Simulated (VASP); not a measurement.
# BaZrO3 (Pm-3m) in VASP: further runs

Aim: see how the results for BaZrO3 move with the level of theory and the settings. Levels: r2SCAN, PBEsol. Tasks: single point, relaxation of cell and atoms.

Program: VASP 6.6.1. These are calculated values, not measurements. Logs are shortened: lines on timing, memory, paths and dates and some standing lists are left out, and cuts for length are marked.

## (1) The cell of the first run

The structure is cubic, space group Pm-3m (No. 221). Conventional cell: a = 4.205 Å, b = 4.205 Å, c = 4.205 Å, α = 90.00°, β = 90.00°, γ = 90.00°. Ba (site symmetry m-3m) has 12 O at 2.97 Å and 8 Zr at 3.64 Å within 3.9 Å. Zr (site symmetry m-3m) has 6 O at 2.10 Å within 2.8 Å. O (site symmetry 4/mmm) has 2 Zr at 2.10 Å within 2.8 Å.

## (2) Single point, r2SCAN

POSCAR reads:

```
BaZrO3
1.0
    4.2053551806      0.0000000000      0.0000000000
    0.0000000000      4.2053551806      0.0000000000
    0.0000000000      0.0000000000      4.2053551806
Ba Zr O
1 1 3
Direct
    0.0000000000      0.0000000000      0.0000000000
    0.5000000000      0.5000000000      0.5000000000
    0.5000000000      0.5000000000      0.0000000000
    0.5000000000      0.0000000000      0.5000000000
    0.0000000000      0.5000000000      0.5000000000
```

INCAR.step1 reads:

```
PREC = Accurate
ENCUT = 520
ISMEAR = -1
SIGMA = 0.02
LREAL = F
LASPH = T
NELM = 80
NBANDS = 28
GGA = PE
ALGO = Normal
EDIFF = 1E-4
LWAVE = T
LCHARG = F
```

INCAR.step2 reads:

```
PREC = Accurate
ENCUT = 520
EDIFF = 1E-6
ISMEAR = -1
SIGMA = 0.02
LREAL = F
LASPH = T
NELM = 80
ALGO = Normal
ISIF = 2
LWAVE = F
LCHARG = T
METAGGA = R2SCAN
LMIXTAU = T
LELF = T
LVHAR = T
NBANDS = 28
ISTART = 1
```

KPOINTS reads:

```
Automatic mesh
0
Gamma
  6 6 6
```

Potentials or basis: VASP PAW PBE potentials, release 64 (Ba_sv, Zr_sv, O).

Launch:

```console
> cat potpaw_PBE.64/Ba_sv/POTCAR potpaw_PBE.64/Zr_sv/POTCAR potpaw_PBE.64/O/POTCAR > POTCAR
> cp INCAR.step1 INCAR
> mpirun -np 1 vasp_std > vasp.out
> cp INCAR.step2 INCAR
> mpirun -np 1 vasp_std > vasp.out
```

OUTCAR:

```text
PREC = Accurate
   ENCUT = 520
   EDIFF = 1E-6
   ISMEAR = -1
   LREAL = F
   LASPH = T
   NELM = 80
   ISIF = 2
   METAGGA = R2SCAN
   ISTART = 1

 ion  position               nearest neighbor table
   1  0.000  0.000  0.000-   3 2.97   4 2.97   5 2.97   4 2.97   5 2.97   3 2.97   5 2.97   5 2.97
                             3 2.97   4 2.97   4 2.97   3 2.97   2 3.64   2 3.64   2 3.64   2 3.64
   2  0.500  0.500  0.500-   3 2.10   4 2.10   5 2.10   3 2.10   4 2.10   5 2.10   1 3.64   1 3.64
                             1 3.64   1 3.64   1 3.64   1 3.64   1 3.64   1 3.64
   3  0.500  0.500  0.000-   2 2.10   2 2.10   1 2.97   1 2.97   1 2.97   1 2.97
   4  0.500  0.000  0.500-   2 2.10   2 2.10   1 2.97   1 2.97   1 2.97   1 2.97
   5  0.000  0.500  0.500-   2 2.10   2 2.10   1 2.97   1 2.97   1 2.97   1 2.97

  LATTYP: Found a simple cubic cell.
 ALAT       =     4.2053551806

  Lattice vectors:

 A1 = (   4.2053551806,   0.0000000000,   0.0000000000)
 A2 = (   0.0000000000,   4.2053551806,   0.0000000000)
 A3 = (   0.0000000000,   0.0000000000,   4.2053551806)

Analysis of symmetry for initial positions (statically):
=====================================================================
 Subroutine PRICEL returns:
 Original cell was already a primitive cell.

 Routine SETGRP: Setting up the symmetry group for a
 simple cubic supercell.

 Subroutine GETGRP returns: Found 48 space group operations
 (whereof 48 operations were pure point group operations)
 out of a pool of 48 trial point group operations.

The static configuration has the point symmetry O_h .

Analysis of symmetry for dynamics (positions and initial velocities):
=====================================================================
 Subroutine PRICEL returns:
 Original cell was already a primitive cell.

 Routine SETGRP: Setting up the symmetry group for a
 simple cubic supercell.

 Subroutine GETGRP returns: Found 48 space group operations
 (whereof 48 operations were pure point group operations)
 out of a pool of 48 trial point group operations.

The dynamic configuration has the point symmetry O_h .

 Subroutine INISYM returns: Found 48 space group operations
 (whereof 48 operations are pure point group operations),
 and found     1 'primitive' translations

----------------------------------------------------------------------------------------

                                     Primitive cell

  volume of cell :      74.3718

  direct lattice vectors                    reciprocal lattice vectors
     4.205355181  0.000000000  0.000000000     0.237792043  0.000000000  0.000000000
     0.000000000  4.205355181  0.000000000     0.000000000  0.237792043  0.000000000
     0.000000000  0.000000000  4.205355181     0.000000000  0.000000000  0.237792043

  length of vectors
     4.205355181  4.205355181  4.205355181     0.237792043  0.237792043  0.237792043

  position of ions in fractional coordinates (direct lattice)
     0.000000000  0.000000000  0.000000000
     0.500000000  0.500000000  0.500000000
     0.500000000  0.500000000  0.000000000
     0.500000000  0.000000000  0.500000000
     0.000000000  0.500000000  0.500000000

  ion indices of the primitive-cell ions
   primitive index   ion index
                 1           1
                 2           2
                 3           3
                 4           4
                 5           5

----------------------------------------------------------------------------------------

 KPOINTS: Automatic mesh

Automatic generation of k-mesh.
 Grid dimensions read from file:
 generate k-points for:    6    6    6

 Generating k-lattice:

  Cartesian coordinates                     Fractional coordinates (reciprocal lattice)
     0.039632007  0.000000000  0.000000000     0.166666667  0.000000000  0.000000000
     0.000000000  0.039632007  0.000000000     0.000000000  0.166666667  0.000000000
     0.000000000  0.000000000  0.039632007     0.000000000  0.000000000  0.166666667

  Length of vectors
     0.039632007  0.039632007  0.039632007

  Shift w.r.t. Gamma in fractional coordinates (k-lattice)
     0.000000000  0.000000000  0.000000000

 Subroutine IBZKPT returns following result:
 ===========================================

 Found     20 irreducible k-points:

 Following reciprocal coordinates:
            Coordinates               Weight
  0.000000  0.000000  0.000000      1.000000
  0.166667  0.000000  0.000000      6.000000
  0.333333  0.000000  0.000000      6.000000
  0.500000  0.000000  0.000000      3.000000
  0.166667  0.166667  0.000000     12.000000
  0.333333  0.166667  0.000000     24.000000
[... 12 lines left out ...]
  0.500000  0.500000  0.333333      6.000000
  0.500000  0.500000  0.500000      1.000000
   k-points           NKPTS =     20   k-points in BZ     NKDIM =     20   number of bands    NBANDS=     28
   number of dos      NEDOS =    301   number of ions     NIONS =      5
[... 65 lines left out ...]

 val. band max:        3.4139434986   @ k =   0.5000   0.5000   0.5000
 cond. band min:       7.0921617215   @ k =   0.0000   0.0000   0.0000
 fundamental gap:      3.6782182229
 Fermi energy:         3.9454532500

 k-point     1 :       0.0000    0.0000    0.0000
  band No.  band energies     occupation
      1     -45.1617      2.00000
      2     -22.6149      2.00000
      3     -22.5912      2.00000
      4     -22.5912      2.00000
      5     -22.5912      2.00000
      6     -13.9117      2.00000
[... 20 lines left out ...]
     27      11.2811      0.00000
     28      11.2811      0.00000

 k-point     2 :       0.1667    0.0000    0.0000
  band No.  band energies     occupation
      1     -45.1608      2.00000
      2     -22.7513      2.00000
      3     -22.5895      2.00000
      4     -22.5895      2.00000
      5     -22.5098      2.00000
      6     -13.9152      2.00000
[... 20 lines left out ...]
     27      11.2825      0.00000
     28      12.1696      0.00000

 k-point     3 :       0.3333    0.0000    0.0000
  band No.  band energies     occupation
      1     -45.1590      2.00000
      2     -22.9101      2.00000
      3     -22.5862      2.00000
      4     -22.5862      2.00000
      5     -22.4547      2.00000
      6     -14.0112      2.00000
[... 20 lines left out ...]
     27      11.6070      0.00000
     28      11.9524      0.00000

 k-point     4 :       0.5000    0.0000    0.0000
  band No.  band energies     occupation
      1     -45.1581      2.00000
      2     -22.9795      2.00000
      3     -22.5845      2.00000
      4     -22.5845      2.00000
      5     -22.4343      2.00000
      6     -14.0654      2.00000
[... 20 lines left out ...]
     27      11.3244      0.00000
     28      12.5474      0.00000

 k-point     5 :       0.1667    0.1667    0.0000
  band No.  band energies     occupation
      1     -45.1599      2.00000
      2     -22.7708      2.00000
      3     -22.6608      2.00000
      4     -22.5879      2.00000
      5     -22.4748      2.00000
      6     -13.8651      2.00000
[... 20 lines left out ...]
     27      11.7510      0.00000
     28      12.1193      0.00000

 k-point     6 :       0.3333    0.1667    0.0000
  band No.  band energies     occupation
      1     -45.1581      2.00000
      2     -22.8883      2.00000
      3     -22.6680      2.00000
      4     -22.5846      2.00000
      5     -22.4553      2.00000
      6     -13.9033      2.00000
[... 339 lines left out ...]
      5     -22.4874      2.00000
      6     -13.1235      2.00000
[... 20 lines left out ...]
     27      12.2559      0.00000
     28      12.2559      0.00000

 k-point    18 :       0.5000    0.3333    0.3333
  band No.  band energies     occupation
      1     -45.1527      2.00000
      2     -22.8625      2.00000
      3     -22.7877      2.00000
      4     -22.7858      2.00000
      5     -22.4940      2.00000
      6     -13.0719      2.00000
[... 20 lines left out ...]
     27      12.2103      0.00000
     28      12.9005      0.00000

 k-point    19 :       0.5000    0.5000    0.3333
  band No.  band energies     occupation
      1     -45.1518      2.00000
      2     -22.8516      2.00000
      3     -22.8516      2.00000
      4     -22.7846      2.00000
      5     -22.4944      2.00000
      6     -12.9886      2.00000
[... 20 lines left out ...]
     27      12.4748      0.00000
     28      13.2136      0.00000

 k-point    20 :       0.5000    0.5000    0.5000
  band No.  band energies     occupation
      1     -45.1510      2.00000
      2     -22.8493      2.00000
      3     -22.8493      2.00000
      4     -22.8493      2.00000
      5     -22.4856      2.00000
      6     -12.7055      2.00000
[... 20 lines left out ...]
     27      13.0914      0.00000
     28      13.0914      0.00000

------------------------ aborting loop because EDIFF is reached ----------------------------------------

  FORCE on cell =-STRESS in cart. coord.  units (eV):
  Direction    XX          YY          ZZ          XY          YZ          ZX
  --------------------------------------------------------------------------------------
  -------------------------------------------------------------------------------------
  Total        0.4596759      0.4596759      0.4596759     -0.0000000     -0.0000000      0.0000000
  in kB        9.9027155      9.9027155      9.9027155     -0.0000000     -0.0000000      0.0000000
  external PRESSURE =       9.9027155 kB  Pullay stress =       0.0000000 kB

 VOLUME and BASIS-vectors are now :
 -----------------------------------------------------------------------------
  energy-cutoff  :      520.00
  volume of cell :       74.37
      direct lattice vectors                 reciprocal lattice vectors
     4.205355181  0.000000000  0.000000000     0.237792043  0.000000000  0.000000000
     0.000000000  4.205355181  0.000000000     0.000000000  0.237792043  0.000000000
     0.000000000  0.000000000  4.205355181     0.000000000  0.000000000  0.237792043

 POSITION                                       TOTAL-FORCE (eV/Angst)
 -----------------------------------------------------------------------------------
      0.00000      0.00000      0.00000         0.000000      0.000000      0.000000
      2.10268      2.10268      2.10268         0.000000      0.000000      0.000000
      2.10268      2.10268      0.00000         0.000000      0.000000      0.000000
      2.10268      0.00000      2.10268         0.000000      0.000000      0.000000
      0.00000      2.10268      2.10268         0.000000      0.000000      0.000000
 -----------------------------------------------------------------------------------
    total drift:                                0.000000     -0.000000     -0.000000

  FREE ENERGIE OF THE ION-ELECTRON SYSTEM (eV)
  ---------------------------------------------------
  free  energy   TOTEN  =       -85.1057318479 eV

  energy  without entropy=      -85.1057318479  energy(sigma->0) =      -85.10573185
```

Wall time 44 s (1 thread of Intel Xeon 6975P-C (Granite Rapids), shared host); peak memory 0.2 GiB.

Results:

* Free energy: -85.1057 eV
* Pressure: 1.0 GPa
* Band gap on the k mesh: 3.68 eV, indirect (least direct gap 3.93 eV)

Caveat: the PAW data sets were made with another functional, which shifts forces and pressure a little; spin-orbit coupling is left out, which moves the levels of the heavy elements.

## (3) Single point, r2SCAN

POSCAR is that of step 2.

INCAR.step1 reads:

```
PREC     = Accurate       # precision mode
ENCUT    = 520            # plane-wave cutoff, eV
ISMEAR   = 0              # smearing method
SIGMA    = 0.01           # smearing width, eV
LREAL    = F              # projectors in reciprocal space
LASPH    = T              # aspherical terms in the spheres
NELM     = 100            # most SCF steps
NBANDS   = 28             # bands
GGA      = PE             # functional
ALGO     = Normal         # electronic algorithm
EDIFF    = 1E-4           # SCF threshold, eV
LWAVE    = T              # write WAVECAR
LCHARG   = F              # write CHGCAR
```

INCAR.step2 reads:

```
PREC     = Accurate       # precision mode
ENCUT    = 520            # plane-wave cutoff, eV
EDIFF    = 1E-6           # SCF threshold, eV
ISMEAR   = 0              # smearing method
SIGMA    = 0.01           # smearing width, eV
LREAL    = F              # projectors in reciprocal space
LASPH    = T              # aspherical terms in the spheres
NELM     = 100            # most SCF steps
ALGO     = Normal         # electronic algorithm
ISIF     = 2              # what is computed and relaxed
LWAVE    = F              # write WAVECAR
LCHARG   = F              # write CHGCAR
METAGGA  = R2SCAN         # meta-GGA
LMIXTAU  = T            
NBANDS   = 28             # bands
ISTART   = 1
```

KPOINTS is that of step 2.

Potentials or basis: VASP PAW PBE potentials, release 64 (Ba_sv, Zr_sv, O).

Launch:

```console
> cat potpaw_PBE.64/Ba_sv/POTCAR potpaw_PBE.64/Zr_sv/POTCAR potpaw_PBE.64/O/POTCAR > POTCAR
> cp INCAR.step1 INCAR
> mpirun -np 1 vasp_std > vasp.out
> cp INCAR.step2 INCAR
> mpirun -np 1 vasp_std > vasp.out
```

Run time: 47 s. Hardware: 1 thread of Intel Xeon 6975P-C (Granite Rapids), shared host; peak memory 0.21 GiB.

It converged, with:

```
Free energy            : -85.1057 eV
Pressure               : 1.0 GPa
Band gap on the k mesh : 3.68 eV, indirect (least direct gap 3.93 eV)
```

Levels at points of the mesh, in eV from the valence-band top:
```tsv
k point	band 18	band 19	band 20	band 21	band 22	band 23
(0.00, 0.00, 0.00)	-0.25	-0.25	-0.25	3.68	3.68	3.68
(0.50, 0.00, 0.00)	-1.66	-0.50	-0.50	4.11	6.16	6.16
(0.50, 0.50, 0.00)	-0.94	-0.85	-0.07	6.13	6.13	6.93
(0.50, 0.50, 0.50)	0.00	0.00	0.00	6.58	6.58	6.58
```

Caveat: the PAW data sets were made with another functional, which shifts forces and pressure a little; spin-orbit coupling is left out, which moves the levels of the heavy elements. r2SCAN opens gaps a little over a GGA but as a rule still falls short of measured ones.

## (4) Relaxation of cell and atoms, PBEsol

This run uses another cell than the first one, of 15.11 Å³/atom, 1.016 times its volume.

INCAR reads:

```
  PREC = Accurate
  ENCUT = 600
  EDIFF = 1E-6
  ISMEAR = -1
  SIGMA = 0.02
  LREAL = F
  LASPH = T
  NELM = 100
  ALGO = Normal
  ISIF = 3
  LWAVE = F
  LCHARG = F
  GGA = PS
  IBRION = 2
  NSW = 80
  EDIFFG = -0.005
```

KPOINTS is that of step 3.

Changes to POSCAR since step 3:

```diff
@@ -2,5 +2,5 @@
 1.0
-    4.2053551806      0.0000000000      0.0000000000
-    0.0000000000      4.2053551806      0.0000000000
-    0.0000000000      0.0000000000      4.2053551806
+    4.2272580645      0.0000000000      0.0000000000
+    0.0000000000      4.2272580645      0.0000000000
+    0.0000000000      0.0000000000      4.2272580645
 Ba Zr O
```

Launch:

```console
> cat potpaw_PBE.64/Ba_sv/POTCAR potpaw_PBE.64/Zr_sv/POTCAR potpaw_PBE.64/O/POTCAR > POTCAR
> mpirun -np 1 vasp_std > vasp.out
```

Run time: 46 s. Hardware: 1 thread of Intel Xeon 6975P-C (Granite Rapids), shared host; peak memory 0.25 GiB.

Results (log left out):

```yaml
Free_energy: -43.6332 eV
Relaxed_volume: 14.71 Å³/atom
Relaxed_cell: a = 4.189 Å, b = 4.189 Å, c = 4.189 Å, α = 90.00°, β = 90.00°, γ = 90.00°
Space_group_after_relaxing_to_0.05_Å: Pm-3m (No. 221)
Energy_gained_by_relaxing: 5.4 meV/atom
Ionic_steps: 3
Pressure_after_relaxing: 0.0 GPa
Band_gap_on_the_k_mesh: 3.11 eV, indirect (least direct gap 3.33 eV)
```

Step by step:
```csv
step,energy change (eV),largest force (eV/Å),pressure (GPa),volume (Å³)
1,0.0000,0.0000,-4.15,75.54
2,0.0078,0.0000,5.26,71.34
3,-0.0268,0.0000,-0.02,73.53
```

Final structure:
```yaml
crystal:
  lattice:
    - [4.18940, 0.00000, 0.00000]
    - [0.00000, 4.18940, 0.00000]
    - [0.00000, 0.00000, 4.18940]
  atoms:
    - { symbol: Ba, position: [0.00000, 0.00000, 0.00000] }
    - { symbol: Zr, position: [0.50000, 0.50000, 0.50000] }
    - { symbol: O, position: [0.50000, 0.50000, 0.00000] }
    - { symbol: O, position: [0.50000, 0.00000, 0.50000] }
    - { symbol: O, position: [0.00000, 0.50000, 0.50000] }
```

Levels at points of the mesh, in eV from the valence-band top:
| k point | band 16 | band 17 | band 18 | band 19 | band 20 | band 21 | band 22 | band 23 | band 24 |
| --- | --- | --- | --- | --- | --- | --- | --- | --- | --- |
| (0.00, 0.00, 0.00) | -1.00 | -1.00 | -0.22 | -0.22 | -0.22 | 3.11 | 3.11 | 3.11 | 4.55 |
| (0.50, 0.00, 0.00) | -1.76 | -1.76 | -1.72 | -0.45 | -0.45 | 3.57 | 5.70 | 5.70 | 6.37 |
| (0.50, 0.50, 0.00) | -2.45 | -0.94 | -0.94 | -0.79 | -0.08 | 5.66 | 5.66 | 6.43 | 6.46 |
| (0.50, 0.50, 0.50) | -2.56 | -2.56 | 0.00 | 0.00 | 0.00 | 5.91 | 5.91 | 5.91 | 7.01 |

Caveat: the PAW data sets were made with another functional, which shifts forces and pressure a little; spin-orbit coupling is left out, which moves the levels of the heavy elements. A k mesh can miss the band edges.

## (5) Summary

| task | level | cell | cutoff (eV) | smearing | gap on the mesh (eV) | pressure (GPa) |
| --- | --- | --- | --- | --- | --- | --- |
| single point | r2SCAN | a = 4.205 Å, 5 atoms | 520 | fermi-dirac 0.02 eV | 3.68 | 1.0 |
| single point | r2SCAN | a = 4.205 Å, 5 atoms | 520 | gaussian 0.01 eV | 3.68 | 1.0 |
| relaxation of cell and atoms | PBEsol | relaxed from a = 4.227 Å, 5 atoms | 600 | fermi-dirac 0.02 eV | 3.11 | 0.0 |

Alike in all rows: potentials or basis VASP PAW PBE potentials, release 64 (Ba_sv, Zr_sv, O); no spin polarisation; k mesh 6 × 6 × 6.

Caveats: the PAW data sets were made with another functional, which shifts forces and pressure a little; spin-orbit coupling is left out, which moves the levels of the heavy elements.

Total energies depend on the potentials used, so only differences within one code and one set of settings carry meaning.
